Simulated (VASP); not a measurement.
Here is a VASP 6.6.1 calculation.

The input INCAR:

```
SYSTEM = HfSiO4
  PREC = Accurate
  ENCUT = 520
  EDIFF = 1E-7
  ISMEAR = 0
  SIGMA = 0.02
  LREAL = Auto
  LASPH = .True.
  NELM = 60
  ALGO = Normal
  ISIF = 2
  LWAVE = .False.
  LCHARG = .True.
  GGA = PS
  LELF = .True.
  LVHAR = .True.
  NBANDS = 138
```

The input KPOINTS:

```
regular mesh
0
Gamma
  2 2 2
  0 0 0
```

The input POSCAR:

```
HfSiO4
1.0
    0.0000000000      6.5820233878      0.0000000000
    6.5820233878      0.0000000000      0.0000000000
   -3.2910116939     -3.2910116939     -8.9492009201
Hf Si O
6 6 24
Direct
    0.0023408967     -0.0002586983      0.0006100517
    0.6689940510      0.6664026742      0.3339465936
    0.3356646399      0.3330763864      0.6672803816
    0.7523315304      0.2497364949      0.5006115257
    0.4190043680      0.9164103649      0.8339461702
    0.0856686296      0.5830761106      0.1672829712
    0.2523233939      0.7497447001      0.5006142598
    0.9189979610      0.4164059467      0.8339460991
    0.5856664635      0.0830709999      0.1672764342
    0.1690027310      0.1664029239      0.3339451075
    0.8356637541      0.8330694849      0.6672748898
    0.5023372621      0.4997393559      1.0006152211
    0.7113051814      0.8935882989      0.7883774736
    0.3779661540      0.5602503663      0.1217121789
    0.0446328516      0.2269163401      0.4550420214
    0.3129137768      0.9952053033      0.6217242123
    0.9795818205      0.6618731270      0.9550503845
    0.6462276586      0.3285302966      0.2883882273
    0.3128635914      0.6253719968      0.6217104668
    0.9795237753      0.2920425258      0.9550461599
    0.6461832197      0.9586956693      0.2883708555
    0.4144644268      0.2269655276      0.4550545548
    0.0811306092      0.8936459233      0.7883802906
    0.7477972604      0.5603167911      0.1217238338
    0.7751241949      0.5876054868      0.5461737980
    0.4417951179      0.2542816161      0.8795070564
    0.1084423443      0.9209403485      0.2128418788
    0.3766813598      0.6891901049      0.3795088601
    0.0433615945      0.3558557341      0.7128427431
    0.7100319676      0.0225378511      0.0461754960
    0.0068618401      0.6891948909      0.3795128149
    0.6735351139      0.3558682610      0.7128442255
    0.3402037032      0.0225337375      0.0461713564
    0.1084561819      0.2907722577      0.2128469625
    0.7751142403      0.9574322157      0.5461749809
    0.4417775937      0.6241125176      0.8795180754
```

Potentials or basis: VASP PAW PBE potentials, release 64 (Hf_pv, Si, O).

Command:

```sh
$ cat potpaw_PBE.64/Hf_pv/POTCAR potpaw_PBE.64/Si/POTCAR potpaw_PBE.64/O/POTCAR > POTCAR
$ mpirun -np 1 vasp_std > vasp.out
```

Question: What does it give for the band gap on the k mesh?

Answer: 5.33 eV.

Question: Estimate the pressure.

Answer: -1.4 GPa.

Forces on the atoms (eV/Å):
```
Hf  -0.001 -0.002  0.001
Hf  -0.001  0.000  0.000
Hf   0.001  0.003  0.000
Hf  -0.001  0.001 -0.001
Hf   0.000  0.001  0.000
Hf  -0.001 -0.001  0.001
Si  -0.002  0.003 -0.001
Si   0.002  0.000 -0.005
Si   0.001  0.002  0.003
Si  -0.001  0.001  0.001
Si  -0.003  0.001 -0.002
Si   0.001 -0.004  0.001
O   -0.002 -0.165 -0.163
O    0.002 -0.166 -0.162
O    0.001 -0.164 -0.165
O    0.162 -0.001 -0.159
O    0.166 -0.001 -0.161
O    0.163  0.003 -0.162
O   -0.162 -0.002 -0.160
O   -0.165  0.001 -0.162
O   -0.164  0.000 -0.163
O   -0.001  0.164 -0.161
O    0.001  0.164 -0.164
O    0.001  0.162 -0.162
O   -0.164  0.001  0.166
O   -0.166  0.005  0.161
O   -0.159  0.000  0.164
O   -0.001  0.159  0.164
O   -0.001  0.164  0.160
O    0.002  0.165  0.161
O    0.000 -0.162  0.160
O    0.000 -0.165  0.161
O    0.003 -0.165  0.161
O    0.160  0.002  0.164
O    0.161 -0.003  0.163
O    0.166  0.000  0.161
```

Caveat: the k points lie up to 0.51 Å⁻¹ apart; the PAW data sets were made with another functional, which shifts forces and pressure a little; spin-orbit coupling is left out, which moves the levels of the heavy elements. Expect the measured gap to be larger: semilocal functionals such as PBEsol lack the derivative discontinuity.
